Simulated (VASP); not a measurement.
Wanted: the native input for a VASP 6.6.1 run.

- Task: single point
- Functional: PBEsol
- Potentials or basis: VASP PAW PBE potentials, release 64 (Li_sv, O)
- Cutoff: 520 eV
- k mesh: 2 × 2 × 2
- Occupations: fermi-dirac, width 0.1 eV
- Spin: no spin polarisation
- Dipole correction: no
- Further INCAR settings: LREAL = Auto; ALGO = Normal; EDIFF = 1e-06; NBANDS = 41

The structure of Li16O (a cell with a defect) lies in POSCAR:

```
Li16O
1.0
    6.9800000000      0.0000000000      0.0000000000
    0.0000000000      6.9800000000      0.0000000000
    0.0000000000      0.0000000000      6.9800000000
Li O
16 1
Direct
    0.0179083095      0.0482091691      0.0321489971
    0.4231805158      0.0692550143      0.0826790831
   -0.0327936963      0.4856876791     -0.0720057307
    0.0521633238     -0.0659025788      0.4800286533
    0.2000286533      0.2759312321      0.3319914040
    0.5096131805      0.4652865330     -0.0290114613
    0.4705014327     -0.0272922636      0.4322492837
    0.7362177650      0.2073495702      0.2570343840
    0.0509312321      0.5272922636      0.5508166189
    0.2365329513      0.7598853868      0.2127650430
    0.2773782235      0.2652148997      0.7285673352
    0.5229799427      0.4359169054      0.4745558739
    0.7781088825      0.6883810888      0.1977220630
    0.7401719198      0.2736389685      0.6844269341
    0.3122636103      0.7572492837      0.7931518625
    0.7640830946      0.7498137536      0.6910315186
    0.2242263610      0.0299426934      0.2579799427
```

The input as run:

INCAR

```
PREC = Accurate
ENCUT = 520
EDIFF = 1E-6
ISMEAR = -1
SIGMA = 0.1
LREAL = Auto
LASPH = T
NELM = 100
ALGO = Normal
ISIF = 2
LWAVE = F
LCHARG = F
GGA = PS
NBANDS = 41
```

KPOINTS

```
regular mesh
0
Gamma
  2 2 2
```

Potentials or basis: VASP PAW PBE potentials, release 64 (Li_sv, O).

The run is started by

```console
$ cat potpaw_PBE.64/Li_sv/POTCAR potpaw_PBE.64/O/POTCAR > POTCAR
$ mpirun -np 1 vasp_std > vasp.out
```

Results of the run:

| Property | Result |
| --- | --- |
| Largest force | 0.982 eV/Å |
| Band gap on the k mesh | zero (bands 27 and 28 overlap by 0.38 eV) |

Caveat: the k points lie up to 0.45 Å⁻¹ apart; the PAW data sets were made with another functional, which shifts forces and pressure a little.

Wall time 4 min on 1 thread of Intel Xeon 8259CL, on a shared host, peak memory 0.39 GiB.
